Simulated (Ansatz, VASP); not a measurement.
**One calculation of Pt, two programs**

```
Pt
1.0
     0.00000    1.94683    2.04904
     2.00037    0.00000    2.04904
     2.00037    1.94683    0.00000
Pt
1
Direct
  0.00000 0.00000 0.00000
```

Change from the starting cell: normal strain along x +0.0275, normal strain along z +0.0525.

Alike in both runs: task single point; functional LDA; k mesh 20 × 20 × 20; occupations gaussian, width 0.15 eV; no spin polarisation.

|  | VASP | Ansatz |
| --- | --- | --- |
| version | VASP 6.6.1 | Ansatz 0.2.0 |
| potentials or method | VASP PAW LDA potentials, release 64 (Pt), cutoff 520 eV | scalar-relativistic, plane waves, PAW |
| valence electrons in the cell | 10 | 18 |

Ansatz gave:

| Item | Value |
| --- | --- |
| gap on the k mesh at the Fermi level (eV) | none |
| pressure (GPa) | -19.2 |
| traceless stress, the component that is largest in VASP (GPa) | -2.08 |

Q: Which values does VASP return?

A: gap on the k mesh at the Fermi level (eV): none; pressure (GPa): -18.7; traceless stress, the component that is largest in VASP (GPa): -2.09.

LDA's correlation is that of Perdew and Zunger in VASP and of Perdew and Wang (1992) in Ansatz. A gap of «none» marks a metal or a gap that the smearing closes. VASP's potentials hold 10 valence electrons a cell and Ansatz's 18, so a difference there can come from the potentials and not from the codes.

Neither program's run includes spin-orbit coupling.
